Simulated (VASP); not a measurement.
# H3C3NO2 in VASP: single point with PBE+D3(BJ)

Aim: the single point of H3C3NO2 with PBE+D3(BJ).

Everything below comes from runs of VASP 6.6.1. Logs are shortened: lines on timing, memory, paths and dates and some standing lists are left out, and cuts for length are marked.

### Step 1. The cell of the first run

The cell holds a disordered packing, 27 atoms: a = 7.448 Å, b = 7.448 Å, c = 7.448 Å, α = 90.00°, β = 90.00°, γ = 90.00°.

### Step 2. Single point, PBE+D3(BJ)

INCAR

```
PREC     = Accurate       # precision mode
ENCUT    = 1000           # plane-wave cutoff, eV
EDIFF    = 1E-6           # SCF threshold, eV
ISMEAR   = -1             # smearing method
SIGMA    = 0.02           # smearing width, eV
LREAL    = Auto         
LASPH    = T              # aspherical terms in the spheres
NELM     = 120            # most SCF steps
ALGO     = Normal         # electronic algorithm
ISIF     = 2              # what is computed and relaxed
LWAVE    = F              # write WAVECAR
LCHARG   = F              # write CHGCAR
GGA      = PE             # functional
IVDW     = 12             # dispersion correction
NBANDS   = 67             # bands
GGA_COMPAT= F
```

KPOINTS

```
Automatic mesh
0
Gamma
  1 1 1
```

POSCAR

```
H3C3NO2
1.0
    7.4476350000      0.0000000000      0.0000000000
    0.0000000000      7.4476350000      0.0000000000
    0.0000000000      0.0000000000      7.4476350000
C N H O
9 3 9 6
Direct
    0.7810801684      0.7588180677      0.6683195404
    0.7798448769      0.9539941203      0.7102388879
    0.4708877382      0.0944326622      0.3125958778
    0.5808823875     -0.0112787482      0.1955117296
   -0.0538828769      0.2552219597      0.3330856037
    0.0773936961      0.3860554391      0.3717958788
    0.2260583393      0.7820334912      0.5811106479
    0.3457607684      0.2272802037      0.8188908291
    0.6612837498      0.4986146609      0.1023412130
    0.7693851807      1.1113863663      0.7368513629
    0.6708169775     -0.0882427777      0.0855573615
    0.1926114800      0.4854964025      0.4085995084
    0.7517285689      0.7378449669      0.5355794155
    0.9059923049      0.7031225349      0.7360725922
    0.6659026657      0.6839083817      0.7274792602
    0.3419474773      0.0194558407      0.3311521040
    0.5357539675      0.1152580651      0.4476723148
    0.4311838590      0.2261120477      0.2604719485
    0.0266527562      0.1379632595      0.3133075131
   -0.1511620803      0.2215065588      0.4446646486
   -0.1391314155      0.3181144081      0.2229701106
    0.3441360915      0.7297350098      0.6757984246
    0.1166679087      0.8365877221      0.4871613606
    0.3851289705      0.1120221386      0.7158111266
    0.2986854216      0.3526354339      0.8995473060
    0.7139581894      0.4533251160     -0.0356220465
    0.6000831136      0.5381037067      0.2428690450
```

Potentials or basis: VASP PAW PBE potentials, release 64 (C_h, N_h, H_h, O_h).

Started as:

```console
cat potpaw_PBE.64/C_h/POTCAR potpaw_PBE.64/N_h/POTCAR potpaw_PBE.64/H_h/POTCAR potpaw_PBE.64/O_h/POTCAR > POTCAR
mpirun -np 1 vasp_gam > vasp.out
```

OUTCAR:

```text
PREC = Accurate
   ENCUT = 1000
   EDIFF = 1E-6
   ISMEAR = -1
   LREAL = Auto
   LASPH = T
   NELM = 120
   ISIF = 2
   GGA = PE
   IVDW = 12
 IVDW          = 12

 ion  position               nearest neighbor table
   1  0.781  0.759  0.668-  13 1.02  15 1.11  14 1.14   2 1.49
   2  0.780  0.954  0.710-  10 1.19   1 1.49
   3  0.471  0.094  0.313-  18 1.10  16 1.12  17 1.13   4 1.43
   4  0.581  0.989  0.196-  11 1.20   3 1.43
   5  0.946  0.255  0.333-  19 1.07  20 1.13  21 1.14   6 1.41
   6  0.077  0.386  0.372-  12 1.17   5 1.41
   7  0.226  0.782  0.581-  23 1.15  22 1.19
   8  0.346  0.227  0.819-  25 1.16  24 1.19
   9  0.661  0.499  0.102-  26 1.15  27 1.18
  10  0.769  0.111  0.737-   2 1.19
  11  0.671  0.912  0.086-   4 1.20
  12  0.193  0.485  0.409-   6 1.17
  13  0.752  0.738  0.536-   1 1.02
  14  0.906  0.703  0.736-   1 1.14
  15  0.666  0.684  0.727-   1 1.11
[... 10 lines left out ...]
  26  0.714  0.453  0.964-   9 1.15
  27  0.600  0.538  0.243-   9 1.18

  LATTYP: Found a simple cubic cell.
 ALAT       =     7.4476350000

  Lattice vectors:

 A1 = (   7.4476350000,   0.0000000000,   0.0000000000)
 A2 = (   0.0000000000,   7.4476350000,   0.0000000000)
 A3 = (   0.0000000000,   0.0000000000,   7.4476350000)

Analysis of symmetry for initial positions (statically):
=====================================================================
 Subroutine PRICEL returns:
 Original cell was already a primitive cell.

 Routine SETGRP: Setting up the symmetry group for a
 simple cubic supercell.

 Subroutine GETGRP returns: Found  1 space group operations
 (whereof  1 operations were pure point group operations)
 out of a pool of 48 trial point group operations.

The static configuration has the point symmetry C_1 .

Analysis of symmetry for dynamics (positions and initial velocities):
=====================================================================
 Subroutine PRICEL returns:
 Original cell was already a primitive cell.

 Routine SETGRP: Setting up the symmetry group for a
 simple cubic supercell.

 Subroutine GETGRP returns: Found  1 space group operations
 (whereof  1 operations were pure point group operations)
 out of a pool of 48 trial point group operations.

The dynamic configuration has the point symmetry C_1 .

 Subroutine INISYM returns: Found  1 space group operations
 (whereof  1 operations are pure point group operations),
 and found     1 'primitive' translations

----------------------------------------------------------------------------------------

                                     Primitive cell

  volume of cell :     413.1000

  direct lattice vectors                    reciprocal lattice vectors
     7.447635000  0.000000000  0.000000000     0.134270812  0.000000000  0.000000000
     0.000000000  7.447635000  0.000000000     0.000000000  0.134270812  0.000000000
     0.000000000  0.000000000  7.447635000     0.000000000  0.000000000  0.134270812

  length of vectors
     7.447635000  7.447635000  7.447635000     0.134270812  0.134270812  0.134270812

  position of ions in fractional coordinates (direct lattice)
     0.781080168  0.758818068  0.668319540
     0.779844877  0.953994120  0.710238888
     0.470887738  0.094432662  0.312595878
     0.580882387  0.988721252  0.195511730
     0.946117123  0.255221960  0.333085604
     0.077393696  0.386055439  0.371795879
[... 19 lines left out ...]
     0.713958189  0.453325116  0.964377953
     0.600083114  0.538103707  0.242869045

  ion indices of the primitive-cell ions
   primitive index   ion index
                 1           1
                 2           2
                 3           3
                 4           4
                 5           5
                 6           6
[... 19 lines left out ...]
                26          26
                27          27

----------------------------------------------------------------------------------------

 KPOINTS: Automatic mesh

Automatic generation of k-mesh.
 Grid dimensions read from file:
 generate k-points for:    1    1    1

 Generating k-lattice:

  Cartesian coordinates                     Fractional coordinates (reciprocal lattice)
     0.134270812  0.000000000  0.000000000     1.000000000  0.000000000  0.000000000
     0.000000000  0.134270812  0.000000000     0.000000000  1.000000000  0.000000000
     0.000000000  0.000000000  0.134270812     0.000000000  0.000000000  1.000000000

  Length of vectors
     0.134270812  0.134270812  0.134270812

  Shift w.r.t. Gamma in fractional coordinates (k-lattice)
     0.000000000  0.000000000  0.000000000

 Subroutine IBZKPT returns following result:
 ===========================================

 Found      1 irreducible k-points:

 Following reciprocal coordinates:
            Coordinates               Weight
  0.000000  0.000000  0.000000      1.000000
   k-points           NKPTS =      1   k-points in BZ     NKDIM =      1   number of bands    NBANDS=     67
   number of dos      NEDOS =    301   number of ions     NIONS =     27
   total plane-waves  NPLWV = 512000
   dimension x,y,z NGX =    80 NGY =   80 NGZ =   80
   dimension x,y,z NGXF=   160 NGYF=  160 NGZF=  160
   ions per type =               9   3   9   6
   NGX,Y,Z   is equivalent  to a cutoff of  17.86, 17.86, 17.86 a.u.
   NGXF,Y,Z  is equivalent  to a cutoff of  35.72, 35.72, 35.72 a.u.
 SYSTEM =  unknown system
   PREC   = accura    normal or accurate (medium, high low for compatibility)
   ISTART =      0    job   : 0-new  1-cont  2-samecut
   ICHARG =      2    charge: 1-file 2-atom 10-const
   ISPIN  =      1    spin polarized calculation?
   LNONCOLLINEAR =      F non collinear calculations
   LSORBIT =      F    spin-orbit coupling
   LASPH  =      T    aspherical Exc in radial PAW
   ENCUT  = 1000.0 eV  73.50 Ry    8.57 a.u.  19.20 19.20 19.20*2*pi/ulx,y,z
   NELM   =    120;   NELMIN=  2; NELMDL= -5     # of ELM steps
   EDIFF  = 0.1E-05   stopping-criterion for ELM
   LREAL  =      T    real-space projection
   EDIFFG = 0.1E-04   stopping-criterion for IOM
   NSW    =      0    number of steps for IOM
   IBRION =     -1    ionic relax: 0-MD 1-quasi-New 2-CG
   NFREE  =      0    steps in history (QN), initial steepest desc. (CG)
   ISIF   =      2    stress and relaxation
   ISYM   =      2    0-nonsym 1-usesym 2-fastsym
   POTIM  = 0.5000    time-step for ionic-motion
   TEBEG  =    0.0;   TEEND  =   0.0 temperature during run
   PSTRESS=    0.0 pullay stress
   NELECT =      96.0000    total number of electrons
   NUPDOWN=      -1.0000    fix difference up-down
   EMIN   =  10.00;   EMAX   =-10.00  energy-range for DOS
   EFERMI =   0.00;   METHOD = LEGACY
   ISMEAR =    -1;   SIGMA  =   0.02  broadening in eV -4-tet -1-fermi 0-gaus
   EFERMI_NEDOS =   21; number of points for ismear=-14 and -15
   IALGO  =     38    algorithm
   IMIX   =      4    mixing-type and parameters
     AMIX     =   0.40;   BMIX     =  1.00
     AMIX_MAG =   1.60;   BMIX_MAG =  1.00
  volume/ion in A,a.u.               =      15.30       103.25
  Fermi-wavevector in a.u.,A,eV,Ry     =   1.006499  1.902008 13.783260  1.013041
  Thomas-Fermi vector in A             =   2.139246
   LORBIT       =      0    0 simple, 1 ext, 2 COOP (PROOUT), +10 PAW based schemes
   GGA     = PE    functional components
   LHFCALC =     F    Hartree Fock is set to
   AEXX    =    0.0000 exact exchange contribution
   IVDW    =    12    specifies the selected vdW correction
   LEPSILON=     F    determine dielectric tensor
   LRPA    =     F    only Hartree local field effects (RPA)
 non-spin polarized calculation
  energy-cutoff  :     1000.00
  volume of cell :      413.10
 maximum number of plane-waves:     14712
 NGX is ok and might be reduce to    80
   NGX = 39   NGY = 39   NGZ = 39

 number of electron      95.9999998 magnetization

 Free energy of the ion-electron system (eV)
  ---------------------------------------------------
  ext. energy  EPLUGINS =         0.00000000
  ---------------------------------------------------
  free energy    TOTEN  =      -179.06049084 eV

  energy without entropy =     -179.06049084  energy(sigma->0) =     -179.06049084

 E-fermi :  -3.0775     XC(G=0):  -6.5710

 val. band max:       -3.5853203697   @ k =   0.0000   0.0000   0.0000
 cond. band min:       1.9975209080   @ k =   0.0000   0.0000   0.0000
 fundamental gap:      5.5828412777
 Fermi energy:        -3.0774583230

 k-point     1 :       0.0000    0.0000    0.0000
  band No.  band energies     occupation
      1     -25.3002      2.00000
      2     -25.1392      2.00000
      3     -25.1042      2.00000
      4     -24.1321      2.00000
      5     -23.9859      2.00000
      6     -23.6960      2.00000
[... 52 lines left out ...]
     59       3.6858      0.00000
     60       3.8492      0.00000
 [bands above 60 left out]

------------------------ aborting loop because EDIFF is reached ----------------------------------------

 Edisp (eV)   -1.35595

 E8    (eV) :    -0.3325

  FORCE on cell =-STRESS in cart. coord.  units (eV):
  Direction    XX          YY          ZZ          XY          YZ          ZX
  --------------------------------------------------------------------------------------
  -------------------------------------------------------------------------------------
  Total      -1.94245    -3.87375     1.58519     1.88903    -0.50448    -0.48395
  in kB      -7.53363   -15.02406     6.14803     7.32647    -1.95657    -1.87697
  external pressure =       -5.47 kB  Pullay stress =        0.00 kB

 VOLUME and BASIS-vectors are now :
 -----------------------------------------------------------------------------
  energy-cutoff  :     1000.00
  volume of cell :      413.10
      direct lattice vectors                 reciprocal lattice vectors
     7.447635000  0.000000000  0.000000000     0.134270812  0.000000000  0.000000000
     0.000000000  7.447635000  0.000000000     0.000000000  0.134270812  0.000000000
     0.000000000  0.000000000  7.447635000     0.000000000  0.000000000  0.134270812

 POSITION                                       TOTAL-FORCE (eV/Angst)
 -----------------------------------------------------------------------------------
      5.81720      5.65140      4.97740         0.361549      0.749265      4.040286
      5.80800      7.10500      5.28960        -0.807196      1.821232      0.151937
      3.50700      0.70330      2.32810        -0.678799     -0.356958      1.198168
      4.32620      7.36364      1.45610         2.524216     -1.574981     -3.382938
      7.04634      1.90080      2.48070        -2.161401      0.743875      0.038088
      0.57640      2.87520      2.76900         1.055346      1.351364      1.353922
[... 19 lines left out ...]
      5.31730      3.37620      7.18233         0.851808     -0.453104     -1.667293
      4.46920      4.00760      1.80880         0.420061     -0.137359     -0.445683
 -----------------------------------------------------------------------------------
    total drift:                               -0.003974     -0.003842     -0.007563

  FREE ENERGIE OF THE ION-ELECTRON SYSTEM (eV)
  ---------------------------------------------------
  free  energy   TOTEN  =      -180.4164399478 eV

  energy  without entropy=     -180.4164399478  energy(sigma->0) =     -180.41643995
```

Run time: 1.8 min. Hardware: 1 thread of Intel Xeon Platinum 8488C (Sapphire Rapids), shared host; peak memory 0.93 GiB.

What came out:

| Property | Result |
| --- | --- |
| Free energy | -180.4164 eV |
| Pressure | -0.5 GPa |
| Largest force | 4.505 eV/Å |
| Dispersion energy per atom | -0.050 eV |

Forces in eV/Å, atoms in the order of the input:
```
C    0.362  0.749  4.040
C   -0.807  1.821  0.152
C   -0.679 -0.357  1.198
C    2.524 -1.575 -3.383
C   -2.161  0.744  0.038
C    1.055  1.351  1.354
C    3.528 -1.576  2.299
C    0.177 -0.976 -2.397
C   -1.461  0.841  2.130
N    0.570 -3.008 -0.686
N   -2.226  1.650  3.075
N   -0.307 -0.521 -0.387
H    0.562 -0.416 -2.990
H   -0.932  0.070 -1.202
H    0.300  0.771  0.464
H    0.542  0.289  0.156
H   -0.411 -0.193 -0.790
H    0.293  0.111 -0.236
H   -0.188 -1.190 -1.041
H    0.882  0.543 -0.285
H    0.920 -1.491  0.349
O   -1.751  0.665 -1.020
O   -1.593  1.157 -1.231
O   -0.512  1.002  1.602
O    0.042  0.130  0.902
O    0.852 -0.453 -1.667
O    0.420 -0.137 -0.446
```

Caveat: the k points lie up to 0.84 Å⁻¹ apart, too coarse for converged energies, forces and pressures; the atoms stand as in a frame of molecular dynamics.
